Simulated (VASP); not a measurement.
# WC (P6_3/mmc) in VASP: further runs, part 2 of 2

VASP 6.6.1. The steps go on from the part before.

## Step 3: Relaxation of cell and atoms, PBE

This run uses another cell than the first one, of 10.63 Å³/atom.

The input, INCAR:

```
SYSTEM = WC
PREC = Accurate
ENCUT = 600
EDIFF = 1E-6
ISMEAR = 0
SIGMA = 0.1
LREAL = .False.
LASPH = .True.
NELM = 100
ALGO = Normal
ISIF = 3
LWAVE = .False.
LCHARG = .False.
GGA = PE
IBRION = 2
NSW = 80
EDIFFG = -0.01
```

The input, KPOINTS:

```
regular mesh
0
Gamma
  18 18 8
  0 0 0
```

The input, POSCAR:

```
WC
1.0
    2.8930178185      0.0000000000      0.0000000000
   -1.4465089093      2.5054269244      0.0000000000
    0.0000000000      0.0000000000      5.8660127797
W C
2 2
Direct
    0.0000000000      0.0000000000      0.0000000000
    0.0000000000      0.0000000000      0.5000000000
    0.3333333333      0.6666666667      0.2500000000
    0.6666666667      0.3333333333      0.7500000000
```

Potentials or basis: VASP PAW PBE potentials, release 64 (W_sv, C).

Command:

```sh
$ cat potpaw_PBE.64/W_sv/POTCAR potpaw_PBE.64/C/POTCAR > POTCAR
$ mpirun -np 1 vasp_std > vasp.out
```

OUTCAR:

```text
SYSTEM = WC
   PREC = Accurate
   ENCUT = 600
   EDIFF = 1E-6
   ISMEAR = 0
   LREAL = .False.
   LASPH = .True.
   NELM = 100
   ISIF = 3
   GGA = PE
   IBRION = 2
   NSW = 80
   EDIFFG = -0.01

 ion  position               nearest neighbor table
   1  0.000  0.000  0.000-   3 2.22   4 2.22   4 2.22   3 2.22   4 2.22   3 2.22   2 2.93   2 2.93

   2  0.000  0.000  0.500-   3 2.22   4 2.22   4 2.22   3 2.22   4 2.22   3 2.22   1 2.93   1 2.93

   3  0.333  0.667  0.250-   1 2.22   2 2.22   1 2.22   2 2.22   1 2.22   2 2.22
   4  0.667  0.333  0.750-   1 2.22   2 2.22   1 2.22   2 2.22   1 2.22   2 2.22

  LATTYP: Found a hexagonal cell.
 ALAT       =     2.8930178185
 C/A-ratio  =     2.0276448842

  Lattice vectors:

 A1 = (   2.8930178185,   0.0000000000,   0.0000000000)
 A2 = (  -1.4465089093,   2.5054269244,   0.0000000000)
 A3 = (   0.0000000000,   0.0000000000,   5.8660127797)

Analysis of symmetry for initial positions (statically):
=====================================================================
 Subroutine PRICEL returns:
 Original cell was already a primitive cell.

 Routine SETGRP: Setting up the symmetry group for a
 hexagonal supercell.

 Subroutine GETGRP returns: Found 24 space group operations
 (whereof 12 operations were pure point group operations)
 out of a pool of 24 trial point group operations.

The static configuration has the point symmetry D_3d.
 The point group associated with its full space group is D_6h.

Analysis of symmetry for dynamics (positions and initial velocities):
=====================================================================
 Subroutine PRICEL returns:
 Original cell was already a primitive cell.

 Routine SETGRP: Setting up the symmetry group for a
 hexagonal supercell.

 Subroutine GETGRP returns: Found 24 space group operations
 (whereof 12 operations were pure point group operations)
 out of a pool of 24 trial point group operations.

The dynamic configuration has the point symmetry D_3d.
 The point group associated with its full space group is D_6h.

 Subroutine INISYM returns: Found 24 space group operations
 (whereof 12 operations are pure point group operations),
 and found     1 'primitive' translations

----------------------------------------------------------------------------------------

                                     Primitive cell

  volume of cell :      42.5183

  direct lattice vectors                    reciprocal lattice vectors
     2.893017819  0.000000000  0.000000000     0.345659814  0.199566786  0.000000000
    -1.446508909  2.505426924  0.000000000     0.000000000  0.399133573  0.000000000
     0.000000000  0.000000000  5.866012780     0.000000000  0.000000000  0.170473546

  length of vectors
     2.893017819  2.893017819  5.866012780     0.399133573  0.399133573  0.170473546

  position of ions in fractional coordinates (direct lattice)
     0.000000000  0.000000000  0.000000000
     0.000000000  0.000000000  0.500000000
     0.333333333  0.666666667  0.250000000
     0.666666667  0.333333333  0.750000000

  ion indices of the primitive-cell ions
   primitive index   ion index
                 1           1
                 2           2
[... 53 lines left out ...]
  0.333333  0.111111  0.000000     12.000000
  0.388889  0.111111  0.000000     12.000000
 [... further k-points ...]
   k-points           NKPTS =    185   k-points in BZ     NKDIM =    185   number of bands    NBANDS=     22
   number of dos      NEDOS =    301   number of ions     NIONS =      4
   total plane-waves  NPLWV =  27648
   dimension x,y,z NGX =    24 NGY =   24 NGZ =   48
   dimension x,y,z NGXF=    48 NGYF=   48 NGZF=   96
   ions per type =               2   2
   NGX,Y,Z   is equivalent  to a cutoff of  13.79, 13.79, 13.60 a.u.
   NGXF,Y,Z  is equivalent  to a cutoff of  27.58, 27.58, 27.21 a.u.
 SYSTEM =  WC
   PREC   = accura    normal or accurate (medium, high low for compatibility)
   ISTART =      0    job   : 0-new  1-cont  2-samecut
   ICHARG =      2    charge: 1-file 2-atom 10-const
   ISPIN  =      1    spin polarized calculation?
   LNONCOLLINEAR =      F non collinear calculations
   LSORBIT =      F    spin-orbit coupling
   LASPH  =      T    aspherical Exc in radial PAW
   ENCUT  =  600.0 eV  44.10 Ry    6.64 a.u.   5.78  5.78 11.72*2*pi/ulx,y,z
   NELM   =    100;   NELMIN=  2; NELMDL= -5     # of ELM steps
   EDIFF  = 0.1E-05   stopping-criterion for ELM
   LREAL  =      F    real-space projection
   EDIFFG = -.1E-01   stopping-criterion for IOM
   NSW    =     80    number of steps for IOM
   IBRION =      2    ionic relax: 0-MD 1-quasi-New 2-CG
   NFREE  =      1    steps in history (QN), initial steepest desc. (CG)
   ISIF   =      3    stress and relaxation
   ISYM   =      2    0-nonsym 1-usesym 2-fastsym
   POTIM  = 0.5000    time-step for ionic-motion
   TEBEG  =    0.0;   TEEND  =   0.0 temperature during run
   PSTRESS=    0.0 pullay stress
   NELECT =      36.0000    total number of electrons
   NUPDOWN=      -1.0000    fix difference up-down
   EMIN   =  10.00;   EMAX   =-10.00  energy-range for DOS
   EFERMI =   0.00;   METHOD = LEGACY
   ISMEAR =     0;   SIGMA  =   0.10  broadening in eV -4-tet -1-fermi 0-gaus
   EFERMI_NEDOS =   21; number of points for ismear=-14 and -15
   IALGO  =     38    algorithm
   IMIX   =      4    mixing-type and parameters
     AMIX     =   0.40;   BMIX     =  1.00
     AMIX_MAG =   1.60;   BMIX_MAG =  1.00
  volume/ion in A,a.u.               =      10.63        71.73
  Fermi-wavevector in a.u.,A,eV,Ry     =   1.548759  2.926729 32.635655  2.398653
  Thomas-Fermi vector in A             =   2.653663
   LORBIT       =      0    0 simple, 1 ext, 2 COOP (PROOUT), +10 PAW based schemes
   GGA     = PE    functional components
   LHFCALC =     F    Hartree Fock is set to
   AEXX    =    0.0000 exact exchange contribution
   IVDW    =     0    specifies the selected vdW correction
   LEPSILON=     F    determine dielectric tensor
   LRPA    =     F    only Hartree local field effects (RPA)
 conjugate gradient relaxation of ions
 non-spin polarized calculation
 Gauss-broadening in eV      SIGMA  =   0.10
  energy-cutoff  :      600.00
  volume of cell :       42.52
 maximum number of plane-waves:      1442
 NGX is ok and might be reduce to    24
   NGX = 11   NGY = 11   NGZ = 23

--------------------------------------- Ionic step        1  -------------------------------------------

 number of electron      35.9999998 magnetization

 Free energy of the ion-electron system (eV)
  ---------------------------------------------------
  ext. energy  EPLUGINS =         0.00000000
  ---------------------------------------------------
  free energy    TOTEN  =       -44.04943465 eV

  energy without entropy =      -44.04410980  energy(sigma->0) =      -44.04677222

------------------------ aborting loop because EDIFF is reached ----------------------------------------

  FORCE on cell =-STRESS in cart. coord.  units (eV):
  Direction    XX          YY          ZZ          XY          YZ          ZX
  --------------------------------------------------------------------------------------
  -------------------------------------------------------------------------------------
  Total        1.1117895      1.1117895     -3.2249034     -0.0000000      0.0000000      0.0000000
  in kB       41.8945272     41.8945272   -121.5210307     -0.0000000      0.0000000      0.0000000
  external PRESSURE =     -12.5773254 kB  Pullay stress =       0.0000000 kB
[... 177 lines left out ...]
--------------------------------------- Ionic step        6  -------------------------------------------

 number of electron      35.9999998 magnetization

 Free energy of the ion-electron system (eV)
  ---------------------------------------------------
  ext. energy  EPLUGINS =         0.00000000
  ---------------------------------------------------
  free energy    TOTEN  =       -44.08978545 eV

  energy without entropy =      -44.08312768  energy(sigma->0) =      -44.08645657

 E-fermi :  10.9632     XC(G=0): -13.6679

 val. band max:       10.9609243705   @ k =   0.1667   0.1667   0.3750
 cond. band min:      10.9633392477   @ k =   0.0556   0.0556   0.2500
 fundamental gap:      0.0024148772
 Fermi energy:        10.9631975419

 k-point     1 :       0.0000    0.0000    0.0000
  band No.  band energies     occupation
      1     -63.2239      2.00000
      2     -63.1903      2.00000
      3     -27.8323      2.00000
      4     -27.1862      2.00000
      5     -27.1384      2.00000
      6     -27.1384      2.00000
[... 589 lines left out ...]
     21      15.1423      0.00000
     22      15.3067      0.00000

 [... further k-points ...]

------------------------ aborting loop because EDIFF is reached ----------------------------------------

  FORCE on cell =-STRESS in cart. coord.  units (eV):
  Direction    XX          YY          ZZ          XY          YZ          ZX
  --------------------------------------------------------------------------------------
  -------------------------------------------------------------------------------------
  Total        0.0018536      0.0018536      0.0079072     -0.0000000      0.0000000     -0.0000000
  in kB        0.0698662      0.0698662      0.2980426     -0.0000000      0.0000000     -0.0000000
  external PRESSURE =       0.1459250 kB  Pullay stress =       0.0000000 kB
[... 19 lines left out ...]
  FREE ENERGIE OF THE ION-ELECTRON SYSTEM (eV)
  ---------------------------------------------------
  free  energy   TOTEN  =       -44.0897854528 eV

  energy  without entropy=      -44.0831276839  energy(sigma->0) =      -44.08645657

 reached required accuracy - stopping structural energy minimisation
```

CONTCAR:

```text
WC
   1.00000000000000
     2.9201080672674471   -0.0000000000005434    0.0000000000000000
    -1.4600540336846621    2.5288877680270998    0.0000000000000000
     0.0000000000000000    0.0000000000000000    5.7560828202322005
  W               C
     2     2
Direct
     1.0000000000000000    0.0000000000000000    1.0000000000000000
     1.0000000000000000    0.0000000000000000    0.5000000000000000
     0.3333333332999970    0.6666666667000030    0.2500000000000000
     0.6666666667000030    0.3333333332999970    0.7500000000000000

  0.00000000E+00  0.00000000E+00  0.00000000E+00
  0.00000000E+00  0.00000000E+00  0.00000000E+00
  0.00000000E+00  0.00000000E+00  0.00000000E+00
  0.00000000E+00  0.00000000E+00  0.00000000E+00
```

Wall time 4.5 min (1 thread of AMD EPYC 9R45 (Zen 5), shared host); peak memory 0.29 GiB.

Results:

| Quantity | Value |
| --- | --- |
| Free energy | -44.0898 eV |
| Relaxed volume | 10.63 Å³/atom |
| Relaxed cell | a = 2.920 Å, b = 2.920 Å, c = 5.756 Å, α = 90.00°, β = 90.00°, γ = 120.00° |
| Space group after relaxing (to 0.1 Å) | P6_3/mmc (No. 194) |
| Energy gained by relaxing | 10.1 meV/atom |
| Ionic steps | 6 |
| Pressure after relaxing | 0.0 GPa |
| Band gap on the k mesh | zero (bands 18 and 19 overlap by 0.71 eV) |

Step by step:
| step | energy change (eV) | largest force (eV/Å) | pressure (GPa) | volume (Å³) |
| --- | --- | --- | --- | --- |
| 1 | 0.0000 | 0.0000 | -1.26 | 42.52 |
| 2 | 0.0029 | 0.0000 | 6.35 | 41.97 |
| 3 | -0.0385 | 0.0000 | 2.13 | 42.26 |
| 4 | -0.0385 | 0.0000 | 2.20 | 42.25 |
| 5 | -0.0331 | 0.0000 | -4.21 | 43.02 |
| 6 | -0.0404 | 0.0000 | 0.01 | 42.51 |

Final structure:
```xyz
4
Lattice="2.9201 0.0000 0.0000 -1.4601 2.5289 0.0000 0.0000 0.0000 5.7561" Properties=species:S:1:pos:R:3 pbc="T T T"
W     2.9201    0.0000    5.7561
W     2.9201    0.0000    2.8780
C     0.0000    1.6859    1.4390
C     1.4601    0.8430    4.3171
```

Caveat: spin-orbit coupling is left out, which moves the levels of the heavy elements.
